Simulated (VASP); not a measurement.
Write the native input for VASP 6.6.1 that does the following.

```yaml
Task: single point
Functional: PBE
Potentials_or_basis: VASP PAW PBE potentials, release 64 (Sn_d, H, Br)
Cutoff: 520 eV
k_mesh: 6 × 8 × 4
Occupations: gaussian, width 0.02 eV
Spin: no spin polarisation
Dipole_correction: no
Further_INCAR_settings: ALGO = Normal; EDIFF = 1e-07; NBANDS = 34
```

The structure of Sn2HBr3 lies in POSCAR:

```
Sn2HBr3
1.0
    6.2188493792      0.0000000000     -0.3431853480
    0.0000000000      4.1681606008      0.0000000000
   -3.2508278718      0.0000000000      8.4909847508
Sn H Br
2 1 3
Direct
    0.5095845618      0.5000000000      0.5457691970
    0.9517081483      0.0000000000      0.8792211029
    0.8074525508      0.5000000000      0.7275470710
    0.0337362381      0.5000000000      0.1127582891
    0.4723471532      0.0000000000      0.7971341791
    0.7251703478      0.0000000000      0.4375711408
```

The cell was generated, and may not be a known phase.

The input as run:

INCAR

```
SYSTEM = Sn2HBr3
ALGO = Normal ; EDIFF = 1E-7
ENCUT = 520 ; GGA = PE
ISIF = 2 ; ISMEAR = 0
LASPH = .True. ; LCHARG = .False.
LREAL = .False. ; LWAVE = .False.
NBANDS = 34 ; NELM = 60
PREC = Accurate ; SIGMA = 0.02
```

KPOINTS

```
k-points
0
Gamma
  6 8 4
  0 0 0
```

Potentials or basis: VASP PAW PBE potentials, release 64 (Sn_d, H, Br).

The run is started by

```bash
$ cat potpaw_PBE.64/Sn_d/POTCAR potpaw_PBE.64/H/POTCAR potpaw_PBE.64/Br/POTCAR > POTCAR
$ mpirun -np 1 vasp_std > vasp.out
```

It gave:

```yaml
Pressure: 0.0 GPa
Largest_force: 0.013 eV/Å
Band_gap_on_the_k_mesh: 1.97 eV
```

Caveat: spin-orbit coupling is left out, which moves the levels of the heavy elements.

Wall time 6.7 min on 1 thread of Intel(R) Xeon(R) Platinum 8259CL CPU @ 2.50GHz (Skylake/Cascade Lake), on a shared host, peak memory 0.62 GiB.
